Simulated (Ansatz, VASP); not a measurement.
# Cr: VASP beside Ansatz

```xyz
2
Lattice="3.0080 0.0000 0.0000 0.0000 3.0080 0.0000 0.0000 0.0000 3.0080" Properties=species:S:1:pos:R:3 pbc="T T T"
Cr    0.0000    0.0000    0.0000
Cr    1.5040    1.5040    1.5040
```

Alike in both runs: task single point; functional PBEsol; k mesh 10 × 10 × 10; collinear spin.

|  | VASP | Ansatz |
| --- | --- | --- |
| version | VASP 6.6.1 | Ansatz 0.2.0 |
| potentials or method | VASP PAW PBE potentials, release 64 (Cr_pv), cutoff 520 eV | all-electron (LAPW or listed datasets) |
| occupations | fermi-dirac, width 0.1 eV | fermi-dirac |

```csv
,VASP,Ansatz,Ansatz less VASP
net moment per atom (μB),0.00,0.00,0.000
size of the moment on the site where the two differ most (μB),1.93,1.89,-0.036
```

VASP's potentials were made for PBE, not for PBEsol. Site moments also hang on the region over which each program counts them. Ansatz ran all-electron here, and VASP with PAW potentials.
